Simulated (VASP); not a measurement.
Wanted: the native input for a VASP 6.6.1 run.

* Task: single point
* Functional: r2SCAN
* Potentials or basis: VASP PAW PBE potentials, release 64 (Ga_d, O)
* Cutoff: 520 eV
* k mesh: 6 × 6 × 6
* Occupations: gaussian, width 0.05 eV
* Spin: no spin polarisation
* Dipole correction: no
* Further INCAR settings: ALGO = Normal; EDIFF = 1e-06; NBANDS = 55

The system is Ga2O3.

```
CELL_PARAMETERS angstrom
2.61692 1.51088 4.48067
-2.61692 1.51088 4.48067
0.00000 -3.02176 4.48067
ATOMIC_POSITIONS crystal
Ga 0.35540 0.35540 0.35540
Ga 0.14460 0.14460 0.14460
Ga 0.64460 0.64460 0.64460
Ga 0.85540 0.85540 0.85540
O 0.55363 0.94637 0.25000
O 0.25000 0.55363 0.94637
O 0.94637 0.25000 0.55363
O 0.44637 0.05363 0.75000
O 0.75000 0.44637 0.05363
O 0.05363 0.75000 0.44637
```

This cell differs from its parent crystal: strain +0.050 along x and y, +0.000 along z.

One way to write it, as run:

POSCAR

```
Ga2O3
1.0
    2.6169174711      1.5108780064      4.4806666158
   -2.6169174711      1.5108780064      4.4806666158
    0.0000000000     -3.0217560128      4.4806666158
Ga O
4 6
Direct
    0.3554023483      0.3554023483      0.3554023483
    0.1445976517      0.1445976517      0.1445976517
    0.6445976517      0.6445976517      0.6445976517
    0.8554023483      0.8554023483      0.8554023483
    0.5536262452      0.9463737548      0.2500000000
    0.2500000000      0.5536262452      0.9463737548
    0.9463737548      0.2500000000      0.5536262452
    0.4463737548      0.0536262452      0.7500000000
    0.7500000000      0.4463737548      0.0536262452
    0.0536262452      0.7500000000      0.4463737548
```

INCAR.step1

```
SYSTEM = Ga2O3
PREC = Accurate
ENCUT = 520
ISMEAR = 0
SIGMA = 0.05
LREAL = .FALSE.
LASPH = .TRUE.
NELM = 60
NBANDS = 55
GGA = PE
ALGO = Normal
EDIFF = 1E-4
LWAVE = .TRUE.
LCHARG = .FALSE.
```

INCAR.step2

```
SYSTEM = Ga2O3
PREC = Accurate
ENCUT = 520
EDIFF = 1E-6
ISMEAR = 0
SIGMA = 0.05
LREAL = .FALSE.
LASPH = .TRUE.
NELM = 60
ALGO = Normal
ISIF = 2
LWAVE = .FALSE.
LCHARG = .FALSE.
METAGGA = R2SCAN
LMIXTAU = .TRUE.
NBANDS = 55
ISTART = 1
```

KPOINTS

```
Automatic mesh
0
G
  6 6 6
  0 0 0
```

Potentials or basis: VASP PAW PBE potentials, release 64 (Ga_d, O).

Command:

```bash
$ cat potpaw_PBE.64/Ga_d/POTCAR potpaw_PBE.64/O/POTCAR > POTCAR
$ cp INCAR.step1 INCAR
$ mpirun -np 1 vasp_std > vasp.out
$ cp INCAR.step2 INCAR
$ mpirun -np 1 vasp_std > vasp.out
```

It gave:

```json
{
 "Pressure": "-18.0 GPa",
 "Largest force": "0.168 eV/Å",
 "Band gap on the k mesh": "2.37 eV, indirect (least direct gap 2.51 eV)"
}
```

Caveat: the cell differs from its parent crystal (strain +0.050 along x and y, +0.000 along z); the PAW data sets were made with another functional, which shifts forces and pressure a little.

Run time: 13 min on 1 thread of Intel Xeon 6975P-C (shared host), peak memory 0.34 GiB.
